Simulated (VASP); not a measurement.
# CdS (Hawleyite) (F-43m) in VASP: settings compared

The runs below take CdS (Hawleyite) through single point, with BLYP, r2SCAN, PBE.

Everything below comes from runs of VASP 6.6.1. Logs are shortened: lines on timing, memory, paths and dates and some standing lists are left out, and cuts for length are marked.

### 1 The cell of the first run

It takes space group F-43m (No. 216, cubic). Conventional cell: a = 6.038 Å, b = 6.038 Å, c = 6.038 Å, α = 90.00°, β = 90.00°, γ = 90.00°. Within 3.4 Å of Cd (site symmetry -43m) lie 4 S at 2.61 Å. Within 3.4 Å of S (site symmetry -43m) lie 4 Cd at 2.61 Å.

### 2 Single point, BLYP

INCAR reads:

```
SYSTEM = CdS
AGGAC = 1.0
AGGAX = 1.0
ALDAC = 0.0
ALDAX = 1.0
ALGO = Normal
EDIFF = 1E-7
ENCUT = 520
GGA = B5
ISIF = 2
ISMEAR = -1
LASPH = .True.
LCHARG = .False.
LREAL = .False.
LWAVE = .False.
NBANDS = 16
NELM = 60
PREC = Accurate
SIGMA = 0.05
```

KPOINTS reads:

```
k-points
0
Gamma
  8 8 8
  0 0 0
```

POSCAR reads:

```
CdS
1.0
    0.0000000000      3.0191420657      3.0191420657
    3.0191420657      0.0000000000      3.0191420657
    3.0191420657      3.0191420657      0.0000000000
Cd S
1 1
Direct
    0.0000000000      0.0000000000      0.0000000000
    0.7500000000      0.7500000000      0.7500000000
```

Potentials or basis: VASP PAW PBE potentials, release 64 (Cd, S).

Command:

```bash
$ cat potpaw_PBE.64/Cd/POTCAR potpaw_PBE.64/S/POTCAR > POTCAR
$ mpirun -np 1 vasp_std > vasp.out
```

OUTCAR:

```text
SYSTEM = CdS
   EDIFF = 1E-7
   ENCUT = 520
   GGA = B5
   ISIF = 2
   ISMEAR = -1
   LASPH = .True.
   LREAL = .False.
   NELM = 60
   PREC = Accurate

 ion  position               nearest neighbor table
   1  0.000  0.000  0.000-   2 2.61   2 2.61   2 2.61   2 2.61
   2  0.750  0.750  0.750-   1 2.61   1 2.61   1 2.61   1 2.61

  LATTYP: Found a face centered cubic cell.
 ALAT       =     6.0382841314

  Lattice vectors:

 A1 = (   0.0000000000,   3.0191420657,   3.0191420657)
 A2 = (   3.0191420657,   0.0000000000,   3.0191420657)
 A3 = (   3.0191420657,   3.0191420657,   0.0000000000)

Analysis of symmetry for initial positions (statically):
=====================================================================
 Subroutine PRICEL returns:
 Original cell was already a primitive cell.

 Routine SETGRP: Setting up the symmetry group for a
 face centered cubic supercell.

 Subroutine GETGRP returns: Found 24 space group operations
 (whereof 24 operations were pure point group operations)
 out of a pool of 48 trial point group operations.

The static configuration has the point symmetry T_d .

Analysis of symmetry for dynamics (positions and initial velocities):
=====================================================================
 Subroutine PRICEL returns:
 Original cell was already a primitive cell.

 Routine SETGRP: Setting up the symmetry group for a
 face centered cubic supercell.

 Subroutine GETGRP returns: Found 24 space group operations
 (whereof 24 operations were pure point group operations)
 out of a pool of 48 trial point group operations.

The dynamic configuration has the point symmetry T_d .

 Subroutine INISYM returns: Found 24 space group operations
 (whereof 24 operations are pure point group operations),
 and found     1 'primitive' translations

----------------------------------------------------------------------------------------

                                     Primitive cell

  volume of cell :      55.0403

  direct lattice vectors                    reciprocal lattice vectors
     0.000000000  3.019142066  3.019142066    -0.165609961  0.165609961  0.165609961
     3.019142066  0.000000000  3.019142066     0.165609961 -0.165609961  0.165609961
     3.019142066  3.019142066  0.000000000     0.165609961  0.165609961 -0.165609961

  length of vectors
     4.269711656  4.269711656  4.269711656     0.286844867  0.286844867  0.286844867

  position of ions in fractional coordinates (direct lattice)
     0.000000000  0.000000000  0.000000000
     0.750000000  0.750000000  0.750000000

  ion indices of the primitive-cell ions
   primitive index   ion index
                 1           1
                 2           2

----------------------------------------------------------------------------------------

 KPOINTS: k-points

Automatic generation of k-mesh.
 Grid dimensions read from file:
 generate k-points for:    8    8    8

 Generating k-lattice:

  Cartesian coordinates                     Fractional coordinates (reciprocal lattice)
    -0.020701245  0.020701245  0.020701245     0.125000000  0.000000000  0.000000000
     0.020701245 -0.020701245  0.020701245     0.000000000  0.125000000  0.000000000
     0.020701245  0.020701245 -0.020701245     0.000000000  0.000000000  0.125000000

  Length of vectors
     0.035855608  0.035855608  0.035855608

  Shift w.r.t. Gamma in fractional coordinates (k-lattice)
     0.000000000  0.000000000  0.000000000

 Subroutine IBZKPT returns following result:
 ===========================================

 Found     29 irreducible k-points:

 Following reciprocal coordinates:
            Coordinates               Weight
  0.000000  0.000000  0.000000      1.000000
  0.125000  0.000000  0.000000      8.000000
  0.250000  0.000000  0.000000      8.000000
  0.375000  0.000000  0.000000      8.000000
  0.500000  0.000000  0.000000      4.000000
  0.125000  0.125000  0.000000      6.000000
[... 16 lines left out ...]
  0.500000  0.250000  0.125000     48.000000
 -0.375000  0.250000  0.125000     24.000000
 [... further k-points ...]
   k-points           NKPTS =     29   k-points in BZ     NKDIM =     29   number of bands    NBANDS=     16
   number of dos      NEDOS =    301   number of ions     NIONS =      2
   total plane-waves  NPLWV =  32768
   dimension x,y,z NGX =    32 NGY =   32 NGZ =   32
   dimension x,y,z NGXF=    64 NGYF=   64 NGZF=   64
   ions per type =               1   1
   NGX,Y,Z   is equivalent  to a cutoff of  12.46, 12.46, 12.46 a.u.
   NGXF,Y,Z  is equivalent  to a cutoff of  24.92, 24.92, 24.92 a.u.
 SYSTEM =  CdS
   PREC   = accura    normal or accurate (medium, high low for compatibility)
   ISTART =      0    job   : 0-new  1-cont  2-samecut
   ICHARG =      2    charge: 1-file 2-atom 10-const
   ISPIN  =      1    spin polarized calculation?
   LNONCOLLINEAR =      F non collinear calculations
   LSORBIT =      F    spin-orbit coupling
   LASPH  =      T    aspherical Exc in radial PAW
   ENCUT  =  520.0 eV  38.22 Ry    6.18 a.u.   7.94  7.94  7.94*2*pi/ulx,y,z
   NELM   =     60;   NELMIN=  2; NELMDL= -5     # of ELM steps
   EDIFF  = 0.1E-06   stopping-criterion for ELM
   LREAL  =      F    real-space projection
   EDIFFG = 0.1E-05   stopping-criterion for IOM
   NSW    =      0    number of steps for IOM
   IBRION =     -1    ionic relax: 0-MD 1-quasi-New 2-CG
   NFREE  =      0    steps in history (QN), initial steepest desc. (CG)
   ISIF   =      2    stress and relaxation
   ISYM   =      2    0-nonsym 1-usesym 2-fastsym
   POTIM  = 0.5000    time-step for ionic-motion
   TEBEG  =    0.0;   TEEND  =   0.0 temperature during run
   PSTRESS=    0.0 pullay stress
   NELECT =      18.0000    total number of electrons
   NUPDOWN=      -1.0000    fix difference up-down
   EMIN   =  10.00;   EMAX   =-10.00  energy-range for DOS
   EFERMI =   0.00;   METHOD = LEGACY
   ISMEAR =    -1;   SIGMA  =   0.05  broadening in eV -4-tet -1-fermi 0-gaus
   EFERMI_NEDOS =   21; number of points for ismear=-14 and -15
   IALGO  =     38    algorithm
   IMIX   =      4    mixing-type and parameters
     AMIX     =   0.40;   BMIX     =  1.00
     AMIX_MAG =   1.60;   BMIX_MAG =  1.00
  volume/ion in A,a.u.               =      27.52       185.72
  Fermi-wavevector in a.u.,A,eV,Ry     =   1.127904  2.131429 17.308887  1.272167
  Thomas-Fermi vector in A             =   2.264592
   LORBIT       =      0    0 simple, 1 ext, 2 COOP (PROOUT), +10 PAW based schemes
   GGA     = B5    functional components
   LHFCALC =     F    Hartree Fock is set to
   AEXX    =    0.0000 exact exchange contribution
   IVDW    =     0    specifies the selected vdW correction
   LEPSILON=     F    determine dielectric tensor
   LRPA    =     F    only Hartree local field effects (RPA)
 non-spin polarized calculation
  energy-cutoff  :      520.00
  volume of cell :       55.04
 maximum number of plane-waves:      1524
   NGX = 15   NGY = 15   NGZ = 15

 number of electron      17.9999995 magnetization

 Free energy of the ion-electron system (eV)
  ---------------------------------------------------
  ext. energy  EPLUGINS =         0.00000000
  ---------------------------------------------------
  free energy    TOTEN  =        -5.21746467 eV

  energy without entropy =       -5.21746295  energy(sigma->0) =       -5.21746381

 E-fermi :   1.3296     XC(G=0):  -8.2272

 val. band max:        0.8526462333   @ k =   0.0000   0.0000   0.0000
 cond. band min:       1.7170934223   @ k =   0.0000   0.0000   0.0000
 fundamental gap:      0.8644471890
 Fermi energy:         1.3296124293

 k-point     1 :       0.0000    0.0000    0.0000
  band No.  band energies     occupation
      1     -10.9346      2.00000
      2      -6.6125      2.00000
      3      -6.6125      2.00000
      4      -6.6125      2.00000
      5      -6.2680      2.00000
      6      -6.2680      2.00000
[... 8 lines left out ...]
     15      12.2386      0.00000
     16      12.2386      0.00000

 k-point     2 :       0.1250    0.0000    0.0000
  band No.  band energies     occupation
      1     -10.8863      2.00000
      2      -6.5958      2.00000
      3      -6.5958      2.00000
      4      -6.5637      2.00000
      5      -6.2686      2.00000
      6      -6.2686      2.00000
[... 8 lines left out ...]
     15      11.6885      0.00000
     16      12.4759      0.00000

 k-point     3 :       0.2500    0.0000    0.0000
  band No.  band energies     occupation
      1     -10.7695      2.00000
      2      -6.5598      2.00000
      3      -6.5598      2.00000
      4      -6.4017      2.00000
      5      -6.2644      2.00000
      6      -6.2644      2.00000
[... 8 lines left out ...]
     15      11.4595      0.00000
     16      12.0521      0.00000

 k-point     4 :       0.3750    0.0000    0.0000
  band No.  band energies     occupation
      1     -10.6532      2.00000
      2      -6.5320      2.00000
      3      -6.5320      2.00000
      4      -6.2499      2.00000
      5      -6.2499      2.00000
      6      -6.1382      2.00000
[... 8 lines left out ...]
     15      12.2186      0.00000
     16      12.2186      0.00000

 k-point     5 :       0.5000    0.0000    0.0000
  band No.  band energies     occupation
      1     -10.6055      2.00000
      2      -6.5235      2.00000
      3      -6.5235      2.00000
      4      -6.2404      2.00000
      5      -6.2404      2.00000
      6      -5.9738      2.00000
[... 8 lines left out ...]
     15      13.2203      0.00000
     16      13.2203      0.00000

 k-point     6 :       0.1250    0.1250    0.0000
  band No.  band energies     occupation
      1     -10.8703      2.00000
      2      -6.5796      2.00000
      3      -6.5796      2.00000
      4      -6.5690      2.00000
      5      -6.2790      2.00000
      6      -6.2589      2.00000
[... 8 lines left out ...]
     15      12.3499      0.00000
     16      12.9598      0.00000

 k-point     7 :       0.2500    0.1250    0.0000
  band No.  band energies     occupation
      1     -10.7767      2.00000
      2      -6.5551      2.00000
      3      -6.5409      2.00000
      4      -6.4527      2.00000
      5      -6.2795      2.00000
      6      -6.2499      2.00000
[... 8 lines left out ...]
     15      12.2392      0.00000
     16      13.3106      0.00000

 k-point     8 :       0.3750    0.1250    0.0000
  band No.  band energies     occupation
      1     -10.6608      2.00000
      2      -6.5277      2.00000
      3      -6.5088      2.00000
      4      -6.3073      2.00000
      5      -6.2391      2.00000
      6      -6.1751      2.00000
[... 8 lines left out ...]
     15      12.7006      0.00000
     16      12.8314      0.00000

 k-point     9 :       0.5000    0.1250    0.0000
  band No.  band energies     occupation
      1     -10.5910      2.00000
      2      -6.5137      2.00000
      3      -6.4987      2.00000
      4      -6.2675      2.00000
      5      -6.2380      2.00000
      6      -5.9614      2.00000
[... 8 lines left out ...]
     15      13.0048      0.00000
     16      13.2511      0.00000
[... 172 lines left out ...]
 k-point    19 :       0.5000    0.3750    0.0000
  band No.  band energies     occupation
      1     -10.5188      2.00000
      2      -6.4386      2.00000
      3      -6.3812      2.00000
      4      -6.3650      2.00000
      5      -6.2151      2.00000
      6      -5.9223      2.00000
[... 8 lines left out ...]
     15      13.4050      0.00000
     16      14.1335      0.00000

 k-point    20 :      -0.3750    0.3750    0.0000
  band No.  band energies     occupation
      1     -10.5129      2.00000
      2      -6.4590      2.00000
      3      -6.3993      2.00000
      4      -6.3285      2.00000
      5      -6.2351      2.00000
      6      -5.8288      2.00000
[... 8 lines left out ...]
     15      12.7005      0.00000
     16      14.6463      0.00000

 k-point    21 :       0.5000    0.5000    0.0000
  band No.  band energies     occupation
      1     -10.5034      2.00000
      2      -6.4355      2.00000
      3      -6.3597      2.00000
      4      -6.3597      2.00000
      5      -6.2055      2.00000
      6      -5.9175      2.00000
[... 8 lines left out ...]
     15      13.2348      0.00000
     16      14.1330      0.00000

 k-point    22 :       0.3750    0.2500    0.1250
  band No.  band energies     occupation
      1     -10.6839      2.00000
      2      -6.5192      2.00000
      3      -6.5012      2.00000
      4      -6.3589      2.00000
      5      -6.2554      2.00000
      6      -6.2140      2.00000
[... 8 lines left out ...]
     15      12.6895      0.00000
     16      14.4024      0.00000

 k-point    23 :       0.5000    0.2500    0.1250
  band No.  band energies     occupation
      1     -10.5924      2.00000
      2      -6.4938      2.00000
      3      -6.4748      2.00000
      4      -6.3074      2.00000
      5      -6.2426      2.00000
      6      -6.0204      2.00000
[... 8 lines left out ...]
     15      13.2301      0.00000
     16      13.7406      0.00000

 k-point    24 :      -0.3750    0.2500    0.1250
  band No.  band energies     occupation
      1     -10.5550      2.00000
      2      -6.4899      2.00000
      3      -6.4630      2.00000
      4      -6.2832      2.00000
      5      -6.2474      2.00000
      6      -5.8880      2.00000
[... 8 lines left out ...]
     15      12.9249      0.00000
     16      13.7295      0.00000

 [... further k-points ...]
[... 5 lines left out ...]
  --------------------------------------------------------------------------------------
  -------------------------------------------------------------------------------------
  Total        0.0837476      0.0837476      0.0837476      0.0000000     -0.0000000      0.0000000
  in kB        2.4378226      2.4378226      2.4378226      0.0000000     -0.0000000      0.0000000
  external PRESSURE =       2.4378226 kB  Pullay stress =       0.0000000 kB

 VOLUME and BASIS-vectors are now :
 -----------------------------------------------------------------------------
  energy-cutoff  :      520.00
  volume of cell :       55.04
      direct lattice vectors                 reciprocal lattice vectors
     0.000000000  3.019142066  3.019142066    -0.165609961  0.165609961  0.165609961
     3.019142066  0.000000000  3.019142066     0.165609961 -0.165609961  0.165609961
     3.019142066  3.019142066  0.000000000     0.165609961  0.165609961 -0.165609961

 POSITION                                       TOTAL-FORCE (eV/Angst)
 -----------------------------------------------------------------------------------
      0.00000      0.00000      0.00000         0.000000     -0.000000      0.000000
      4.52871      4.52871      4.52871        -0.000000      0.000000     -0.000000
 -----------------------------------------------------------------------------------
    total drift:                               -0.000001     -0.000001     -0.000001

  FREE ENERGIE OF THE ION-ELECTRON SYSTEM (eV)
  ---------------------------------------------------
  free  energy   TOTEN  =        -5.2174646725 eV

  energy  without entropy=       -5.2174629525  energy(sigma->0) =       -5.21746381
```

Run time: 18 s. Hardware: 1 thread of Intel Xeon Platinum 8559C (Emerald Rapids), shared host; peak memory 0.18 GiB.

What came out:

```
Free energy            : -5.2175 eV
Pressure               : 0.2 GPa
Band gap on the k mesh : 0.86 eV, direct
```

Caveat: the PAW data sets were made with another functional, which shifts forces and pressure a little.

(Continued in part 2 of 2.)
